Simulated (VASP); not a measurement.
Wanted: the native input for a VASP 6.6.1 run.

| Quantity | Value |
| --- | --- |
| Task | single point |
| Functional | HSE06 |
| Potentials or basis | VASP PAW PBE potentials, release 64 (Sb_d_GW) |
| Cutoff | 400 eV |
| k mesh | 5 × 5 × 5 |
| Occupations | fermi-dirac, width 0.1 eV |
| Spin | no spin polarisation |
| Dipole correction | no |
| Grid for exact exchange (PRECFOCK) | Normal |
| Further INCAR settings | ALGO = Normal; EDIFF = 1e-06; NBANDS = 14 |
| Share of exact exchange | 0.25 |
| Screening parameter | 0.2079 1/Å |

Sb:

```
CELL_PARAMETERS angstrom
0.17336 2.38853 2.49587
2.41731 0.06469 2.60454
2.32045 2.40035 0.16154
ATOMIC_POSITIONS crystal
Sb 0.00000 0.00000 0.00000
```

The input as run:

POSCAR

```
Sb
1.0
    0.1733647600      2.3885337500      2.4958692300
    2.4173055400      0.0646925500      2.6045414300
    2.3204533900      2.4003538000      0.1615447000
Sb
1
Direct
    0.0000000000      0.0000000000      0.0000000000
```

INCAR.step1

```
SYSTEM = Sb
PREC = Accurate
ENCUT = 400
EDIFF = 1E-5
ISMEAR = -1
SIGMA = 0.1
LREAL = .False.
LASPH = .True.
NELM = 120
ALGO = Normal
ISIF = 2
LWAVE = .True.
LCHARG = .False.
GGA = PE
NBANDS = 14
GGA_COMPAT = .False.
```

INCAR.step2

```
SYSTEM = Sb
PREC = Accurate
ENCUT = 400
EDIFF = 1E-6
ISMEAR = -1
SIGMA = 0.1
LREAL = .False.
LASPH = .True.
NELM = 120
ALGO = Normal
ISIF = 2
LWAVE = .False.
LCHARG = .False.
GGA = PE
LHFCALC = .True.
HFSCREEN = 0.2079
PRECFOCK = Normal
ISTART = 1
NBANDS = 14
GGA_COMPAT = .False.
```

KPOINTS

```
regular mesh
0
Gamma
  5 5 5
  0 0 0
```

Potentials or basis: VASP PAW PBE potentials, release 64 (Sb_d_GW).

The run is started by

```sh
$ cat potpaw_PBE.64/Sb_d_GW/POTCAR > POTCAR
$ cp INCAR.step1 INCAR
$ mpirun -np 1 vasp_std > vasp.out
$ cp INCAR.step2 INCAR
$ mpirun -np 1 vasp_std > vasp.out
```

Results of the run:

```
Pressure               : -0.3 GPa
Band gap on the k mesh : zero (an odd number of electrons rules out a gap without spin polarisation)
```

Caveat: the k points lie up to 0.48 Å⁻¹ apart, too coarse for converged energies and pressures of a metal; the PAW data sets were made with another functional, which shifts forces and pressure a little; spin-orbit coupling is left out, which moves the levels of the heavy elements; an odd number of electrons without spin polarisation forces a metal; a magnetic or distorted state may lie lower.

Wall time 19 min on 1 thread of Intel(R) Xeon(R) 6975P-C (Granite Rapids), with other jobs on the host, peak memory 0.26 GiB.
